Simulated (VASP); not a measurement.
# Si2Sn (P-62m) in VASP: a series of runs

Si2Sn is run at these levels: PBE; tasks: single point, relaxation of cell and atoms.

Everything below comes from runs of VASP 6.6.1. Logs are shortened: lines on timing, memory, paths and dates and some standing lists are left out, and cuts for length are marked.

**1. The cell of the first run**

Symmetry: P-62m, No. 189, hexagonal system. The conventional cell has a = 5.245 Å, b = 5.245 Å, c = 4.909 Å, α = 90.00°, β = 90.00°, γ = 120.00°. Si (site symmetry -62m) has 6 Si at 3.01 Å and 6 Sn at 3.03 Å within 4.0 Å. Si (site symmetry m2m) has 8 Si at 3.01 to 3.03 Å and 4 Sn at 3.01 Å within 4.0 Å. Within 4.0 Å of Sn (site symmetry -6) lie 9 Si at 3.01 to 3.03 Å and 3 Sn at 3.03 Å.

**2. Single point, PBE**

Input file INCAR:

```
SYSTEM = Si2Sn
ALGO = Normal
EDIFF = 1E-6
ENCUT = 520
GGA = PE
ISIF = 2
ISMEAR = 0
LASPH = .True.
LCHARG = .True.
LELF = .True.
LREAL = .False.
LVHAR = .True.
LWAVE = .False.
NBANDS = 31
NELM = 60
PREC = Accurate
SIGMA = 0.1
```

Input file KPOINTS:

```
k-points
0
Gamma
  6 6 4
  0 0 0
```

Input file POSCAR:

```
Si2Sn
1.0
    5.2446135200      0.0000000000      0.0000000000
   -2.6223067600      4.5419685400      0.0000000000
    0.0000000000      0.0000000000      4.9086043300
Si Sn
4 2
Direct
    0.0000000000      0.0000000000      0.5000000000
    0.3333333300      0.3333333300      0.0000000000
    0.0000000000      0.6666666700      0.0000000000
    0.6666666700      0.0000000000      0.0000000000
    0.6666666700      0.3333333300      0.5000000000
    0.3333333300      0.6666666700      0.5000000000
```

Potentials or basis: VASP PAW PBE potentials, release 64 (Si, Sn_d).

On the command line:

```sh
> cat potpaw_PBE.64/Si/POTCAR potpaw_PBE.64/Sn_d/POTCAR > POTCAR
> mpirun -np 1 vasp_std > vasp.out
```

OUTCAR:

```text
SYSTEM = Si2Sn
   EDIFF = 1E-6
   ENCUT = 520
   GGA = PE
   ISIF = 2
   ISMEAR = 0
   LASPH = .True.
   LREAL = .False.
   NELM = 60
   PREC = Accurate

 ion  position               nearest neighbor table
   1  0.000  0.000  0.500-   2 3.01   3 3.01   2 3.01   3 3.01   4 3.01   4 3.01   6 3.03   5 3.03
                             6 3.03   5 3.03   5 3.03   6 3.03
   2  0.333  0.333  0.000-   1 3.01   1 3.01   6 3.01   6 3.01   5 3.01   5 3.01   3 3.03   4 3.03
                             4 3.03   3 3.03   3 3.03   4 3.03
   3  0.000  0.667  0.000-   1 3.01   1 3.01   6 3.01   6 3.01   5 3.01   5 3.01   2 3.03   4 3.03
                             4 3.03   4 3.03   2 3.03   2 3.03
   4  0.667  0.000  0.000-   5 3.01   5 3.01   1 3.01   1 3.01   6 3.01   6 3.01   3 3.03   2 3.03
                             3 3.03   2 3.03   3 3.03   2 3.03
   5  0.667  0.333  0.500-   4 3.01   4 3.01   3 3.01   3 3.01   2 3.01   2 3.01   6 3.03   1 3.03
                             6 3.03   1 3.03   1 3.03   6 3.03
   6  0.333  0.667  0.500-   3 3.01   3 3.01   4 3.01   4 3.01   2 3.01   2 3.01   5 3.03   1 3.03
                             5 3.03   1 3.03   1 3.03   5 3.03

  LATTYP: Found a hexagonal cell.
 ALAT       =     5.2446135200
 C/A-ratio  =     0.9359325165

  Lattice vectors:

 A1 = (   5.2446135200,   0.0000000000,   0.0000000000)
 A2 = (  -2.6223067600,   4.5419685400,   0.0000000000)
 A3 = (   0.0000000000,   0.0000000000,   4.9086043300)

Analysis of symmetry for initial positions (statically):
=====================================================================
 Subroutine PRICEL returns:
 Original cell was already a primitive cell.

 Routine SETGRP: Setting up the symmetry group for a
 hexagonal supercell.

 Subroutine GETGRP returns: Found 12 space group operations
 (whereof 12 operations were pure point group operations)
 out of a pool of 24 trial point group operations.

The static configuration has the point symmetry D_3h.

Analysis of symmetry for dynamics (positions and initial velocities):
=====================================================================
 Subroutine PRICEL returns:
 Original cell was already a primitive cell.

 Routine SETGRP: Setting up the symmetry group for a
 hexagonal supercell.

 Subroutine GETGRP returns: Found 12 space group operations
 (whereof 12 operations were pure point group operations)
 out of a pool of 24 trial point group operations.

The dynamic configuration has the point symmetry D_3h.

 Subroutine INISYM returns: Found 12 space group operations
 (whereof 12 operations are pure point group operations),
 and found     1 'primitive' translations

----------------------------------------------------------------------------------------

                                     Primitive cell

  volume of cell :     116.9272

  direct lattice vectors                    reciprocal lattice vectors
     5.244613520  0.000000000  0.000000000     0.190671819  0.110084426  0.000000000
    -2.622306760  4.541968540  0.000000000     0.000000000  0.220168852  0.000000000
     0.000000000  0.000000000  4.908604330     0.000000000  0.000000000  0.203723896

  length of vectors
     5.244613520  5.244613519  4.908604330     0.220168852  0.220168852  0.203723896

  position of ions in fractional coordinates (direct lattice)
     0.000000000  0.000000000  0.500000000
     0.333333330  0.333333330  0.000000000
     0.000000000  0.666666670  0.000000000
     0.666666670  0.000000000  0.000000000
     0.666666670  0.333333330  0.500000000
     0.333333330  0.666666670  0.500000000

  ion indices of the primitive-cell ions
   primitive index   ion index
                 1           1
                 2           2
                 3           3
                 4           4
                 5           5
                 6           6

----------------------------------------------------------------------------------------

 KPOINTS: k-points

Automatic generation of k-mesh.
 Grid dimensions read from file:
 generate k-points for:    6    6    4

 Generating k-lattice:

  Cartesian coordinates                     Fractional coordinates (reciprocal lattice)
     0.031778637  0.018347404  0.000000000     0.166666667  0.000000000  0.000000000
     0.000000000  0.036694809  0.000000000     0.000000000  0.166666667  0.000000000
     0.000000000  0.000000000  0.050930974     0.000000000  0.000000000  0.250000000

  Length of vectors
     0.036694809  0.036694809  0.050930974

  Shift w.r.t. Gamma in fractional coordinates (k-lattice)
     0.000000000  0.000000000  0.000000000

 Subroutine IBZKPT returns following result:
 ===========================================

 Found     21 irreducible k-points:

 Following reciprocal coordinates:
            Coordinates               Weight
  0.000000  0.000000  0.000000      1.000000
  0.166667  0.000000  0.000000      6.000000
  0.333333  0.000000  0.000000      6.000000
  0.500000  0.000000  0.000000      3.000000
  0.166667  0.166667  0.000000      6.000000
  0.333333  0.166667  0.000000     12.000000
[... 13 lines left out ...]
  0.333333  0.166667  0.500000     12.000000
  0.333333  0.333333  0.500000      2.000000
   k-points           NKPTS =     21   k-points in BZ     NKDIM =     21   number of bands    NBANDS=     31
   number of dos      NEDOS =    301   number of ions     NIONS =      6
   total plane-waves  NPLWV =  64000
   dimension x,y,z NGX =    40 NGY =   40 NGZ =   40
   dimension x,y,z NGXF=    80 NGYF=   80 NGZF=   80
   ions per type =               4   2
   NGX,Y,Z   is equivalent  to a cutoff of  12.68, 12.68, 13.55 a.u.
   NGXF,Y,Z  is equivalent  to a cutoff of  25.36, 25.36, 27.09 a.u.
 SYSTEM =  Si2Sn
   PREC   = accura    normal or accurate (medium, high low for compatibility)
   ISTART =      0    job   : 0-new  1-cont  2-samecut
   ICHARG =      2    charge: 1-file 2-atom 10-const
   ISPIN  =      1    spin polarized calculation?
   LNONCOLLINEAR =      F non collinear calculations
   LSORBIT =      F    spin-orbit coupling
   LASPH  =      T    aspherical Exc in radial PAW
   ENCUT  =  520.0 eV  38.22 Ry    6.18 a.u.   9.75  9.75  9.13*2*pi/ulx,y,z
   NELM   =     60;   NELMIN=  2; NELMDL= -5     # of ELM steps
   EDIFF  = 0.1E-05   stopping-criterion for ELM
   LREAL  =      F    real-space projection
   EDIFFG = 0.1E-04   stopping-criterion for IOM
   NSW    =      0    number of steps for IOM
   IBRION =     -1    ionic relax: 0-MD 1-quasi-New 2-CG
   NFREE  =      0    steps in history (QN), initial steepest desc. (CG)
   ISIF   =      2    stress and relaxation
   ISYM   =      2    0-nonsym 1-usesym 2-fastsym
   POTIM  = 0.5000    time-step for ionic-motion
   TEBEG  =    0.0;   TEEND  =   0.0 temperature during run
   PSTRESS=    0.0 pullay stress
   NELECT =      44.0000    total number of electrons
   NUPDOWN=      -1.0000    fix difference up-down
   EMIN   =  10.00;   EMAX   =-10.00  energy-range for DOS
   EFERMI =   0.00;   METHOD = LEGACY
   ISMEAR =     0;   SIGMA  =   0.10  broadening in eV -4-tet -1-fermi 0-gaus
   EFERMI_NEDOS =   21; number of points for ismear=-14 and -15
   IALGO  =     38    algorithm
   IMIX   =      4    mixing-type and parameters
     AMIX     =   0.40;   BMIX     =  1.00
     AMIX_MAG =   1.60;   BMIX_MAG =  1.00
  volume/ion in A,a.u.               =      19.49       131.51
  Fermi-wavevector in a.u.,A,eV,Ry     =   1.181918  2.233500 19.006374  1.396929
  Thomas-Fermi vector in A             =   2.318182
   LORBIT       =      0    0 simple, 1 ext, 2 COOP (PROOUT), +10 PAW based schemes
   GGA     = PE    functional components
   LHFCALC =     F    Hartree Fock is set to
   AEXX    =    0.0000 exact exchange contribution
   IVDW    =     0    specifies the selected vdW correction
   LEPSILON=     F    determine dielectric tensor
   LRPA    =     F    only Hartree local field effects (RPA)
 non-spin polarized calculation
 Gauss-broadening in eV      SIGMA  =   0.10
  energy-cutoff  :      520.00
  volume of cell :      116.93
 maximum number of plane-waves:      3187
 NGX is ok and might be reduce to    40
   NGX = 19   NGY = 19   NGZ = 19

 number of electron      43.9999984 magnetization

 Free energy of the ion-electron system (eV)
  ---------------------------------------------------
  ext. energy  EPLUGINS =         0.00000000
  ---------------------------------------------------
  free energy    TOTEN  =       -25.74733023 eV

  energy without entropy =      -25.72558099  energy(sigma->0) =      -25.73645561

 E-fermi :   8.7521     XC(G=0): -10.6998

 val. band max:        8.7489291977   @ k =   0.5000   0.0000   0.2500
 cond. band min:       8.8368214663   @ k =   0.3333   0.1667   0.0000
 fundamental gap:      0.0878922685
 Fermi energy:         8.7521362167

 k-point     1 :       0.0000    0.0000    0.0000
  band No.  band energies     occupation
      1     -12.9843      2.00000
      2     -12.9796      2.00000
      3     -12.9796      2.00000
      4     -12.9385      2.00000
      5     -12.9385      2.00000
      6     -12.8746      2.00000
[... 23 lines left out ...]
     30      12.8364      0.00000
     31      12.8364      0.00000

 k-point     2 :       0.1667    0.0000    0.0000
  band No.  band energies     occupation
      1     -13.0042      2.00000
      2     -13.0036      2.00000
      3     -12.9804      2.00000
      4     -12.9408      2.00000
      5     -12.9341      2.00000
      6     -12.8543      2.00000
[... 23 lines left out ...]
     30      13.1958      0.00000
     31      13.5297      0.00000

 k-point     3 :       0.3333    0.0000    0.0000
  band No.  band energies     occupation
      1     -13.0373      2.00000
      2     -13.0361      2.00000
      3     -12.9748      2.00000
      4     -12.9453      2.00000
      5     -12.9237      2.00000
      6     -12.8595      2.00000
[... 23 lines left out ...]
     30      12.2682      0.00000
     31      13.9367      0.00000

 k-point     4 :       0.5000    0.0000    0.0000
  band No.  band energies     occupation
      1     -13.0506      2.00000
      2     -13.0489      2.00000
      3     -12.9718      2.00000
      4     -12.9475      2.00000
      5     -12.9167      2.00000
      6     -12.8670      2.00000
[... 23 lines left out ...]
     30      13.8783      0.00000
     31      13.8898      0.00000

 k-point     5 :       0.1667    0.1667    0.0000
  band No.  band energies     occupation
      1     -13.0444      2.00000
      2     -13.0087      2.00000
      3     -12.9814      2.00000
      4     -12.9452      2.00000
      5     -12.9252      2.00000
      6     -12.8575      2.00000
[... 23 lines left out ...]
     30      12.9626      0.00000
     31      13.3024      0.00000
[... 440 lines left out ...]
     30      12.2885      0.00000
     31      12.3058      0.00000

 k-point    19 :       0.1667    0.1667    0.5000
  band No.  band energies     occupation
      1     -13.0439      2.00000
      2     -13.0082      2.00000
      3     -12.9770      2.00000
      4     -12.9483      2.00000
      5     -12.9280      2.00000
      6     -12.8591      2.00000
[... 23 lines left out ...]
     30      13.4430      0.00000
     31      13.5714      0.00000

 k-point    20 :       0.3333    0.1667    0.5000
  band No.  band energies     occupation
      1     -13.0723      2.00000
      2     -13.0164      2.00000
      3     -12.9760      2.00000
      4     -12.9530      2.00000
      5     -12.9144      2.00000
      6     -12.8734      2.00000
[... 23 lines left out ...]
     30      12.6057      0.00000
     31      12.7548      0.00000

 k-point    21 :       0.3333    0.3333    0.5000
  band No.  band energies     occupation
      1     -13.0870      2.00000
      2     -12.9934      2.00000
      3     -12.9934      2.00000
      4     -12.9561      2.00000
      5     -12.8939      2.00000
      6     -12.8939      2.00000
[... 23 lines left out ...]
     30      12.7748      0.00000
     31      12.7748      0.00000

------------------------ aborting loop because EDIFF is reached ----------------------------------------

  FORCE on cell =-STRESS in cart. coord.  units (eV):
  Direction    XX          YY          ZZ          XY          YZ          ZX
  --------------------------------------------------------------------------------------
  -------------------------------------------------------------------------------------
  Total       -0.1067152     -0.1067152     -0.4535355      0.0000000     -0.0000000      0.0000000
  in kB       -1.4622492     -1.4622492     -6.2145012      0.0000000     -0.0000000      0.0000000
  external PRESSURE =      -3.0463332 kB  Pullay stress =       0.0000000 kB

 VOLUME and BASIS-vectors are now :
 -----------------------------------------------------------------------------
  energy-cutoff  :      520.00
  volume of cell :      116.93
      direct lattice vectors                 reciprocal lattice vectors
     5.244613520  0.000000000  0.000000000     0.190671819  0.110084426  0.000000000
    -2.622306760  4.541968540  0.000000000     0.000000000  0.220168852  0.000000000
     0.000000000  0.000000000  4.908604330     0.000000000  0.000000000  0.203723896

 POSITION                                       TOTAL-FORCE (eV/Angst)
 -----------------------------------------------------------------------------------
      0.00000      0.00000      2.45430        -0.000000      0.000000      0.000000
      0.87410      1.51399      0.00000        -0.234421     -0.406029      0.000000
     -1.74820      3.02798      0.00000        -0.234421      0.406029     -0.000000
      3.49641      0.00000      0.00000         0.468842      0.000000      0.000000
      2.62231      1.51399      2.45430        -0.000000      0.000000      0.000000
     -0.00000      3.02798      2.45430        -0.000000      0.000000      0.000000
 -----------------------------------------------------------------------------------
    total drift:                                0.000000      0.000000     -0.000000

  FREE ENERGIE OF THE ION-ELECTRON SYSTEM (eV)
  ---------------------------------------------------
  free  energy   TOTEN  =       -25.7473302262 eV

  energy  without entropy=      -25.7255809934  energy(sigma->0) =      -25.73645561
```

It took 49 s on 1 thread of AMD EPYC 7R13 (Zen 3), shared host; peak memory 0.23 GiB.

Results:

| Property | Result |
| --- | --- |
| Free energy | -25.7473 eV |
| Pressure | -0.3 GPa |
| Largest force | 0.469 eV/Å |
| Band gap on the k mesh | zero (bands 22 and 23 overlap by 3.73 eV) |

Forces in eV/Å, atoms in the order of the input:
```
Si   0.000  0.000  0.000
Si  -0.234 -0.406  0.000
Si  -0.234  0.406  0.000
Si   0.469  0.000  0.000
Sn   0.000  0.000  0.000
Sn   0.000  0.000  0.000
```

Stress tensor (GPa, compression positive):
```
-0.15  0.00  0.00
 0.00 -0.15  0.00
 0.00  0.00 -0.62
```

Caveat: spin-orbit coupling is left out, which moves the levels of the heavy elements.

**3. Single point, PBE**

This run uses another cell than the first one, of 20.04 Å³/atom.

Input file INCAR:

```
SYSTEM = Si2Sn
ALGO = Normal
EDIFF = 1E-6
ENCUT = 520
GGA = PE
ISIF = 2
ISMEAR = 0
LASPH = .True.
LCHARG = .False.
LREAL = .False.
LWAVE = .False.
NBANDS = 31
NELM = 100
PREC = Accurate
SIGMA = 0.1
```

KPOINTS is that of step 2.

Input file POSCAR:

```
Si2Sn
1.0
    5.5020774241      0.0000000000      0.0000000000
   -2.7510387121      4.7649388229      0.0000000000
    0.0000000000      0.0000000000      4.5855987247
Si Sn
4 2
Direct
    0.0000000000      0.0000000000      0.5000000000
    0.2610648136      0.2610648136      0.0000000000
    0.0000000000      0.7389351864      0.0000000000
    0.7389351864      0.0000000000      0.0000000000
    0.6666666667      0.3333333333      0.5000000000
    0.3333333333      0.6666666667      0.5000000000
```

Potentials or basis: VASP PAW PBE potentials, release 64 (Si, Sn_d).

On the command line:

```sh
> cat potpaw_PBE.64/Si/POTCAR potpaw_PBE.64/Sn_d/POTCAR > POTCAR
> mpirun -np 1 vasp_std > vasp.out
```

Run time: 51 s. Hardware: 1 thread of AMD EPYC 7R13 (Zen 3), shared host; peak memory 0.23 GiB.

Results (log left out):

* Free energy: -26.4833 eV
* Pressure: 0.1 GPa
* Largest force: 0.016 eV/Å
* Band gap on the k mesh: zero (bands 22 and 23 overlap by 2.92 eV)

Forces on the atoms (eV/Å):
```
Si   0.000  0.000  0.000
Si  -0.008 -0.014  0.000
Si  -0.008  0.014  0.000
Si   0.016  0.000  0.000
Sn   0.000  0.000  0.000
Sn   0.000  0.000  0.000
```

Stress tensor (GPa, compression positive):
```
0.04 0.00 0.00
0.00 0.04 0.00
0.00 0.00 0.18
```

Levels at points of the mesh, in eV from the Fermi level:
```
           k point  band 19  band 20  band 21  band 22  band 23  band 24  band 25  band 26
(0.00, 0.00, 0.00)    -4.06    -0.42     0.02     0.44     0.44     0.49     0.49     1.62
(0.50, 0.00, 0.00)    -1.83    -0.82    -0.78    -0.52    -0.45    -0.31     0.67     1.08
(0.00, 0.00, 0.50)    -3.80    -2.38    -2.38    -2.18    -2.18    -1.94     2.74     2.80
(0.50, 0.00, 0.50)    -0.57     0.02     0.15     0.74     0.87     1.74     1.93     2.58
```

Caveat: spin-orbit coupling is left out, which moves the levels of the heavy elements.

[end of part 1 of 2]
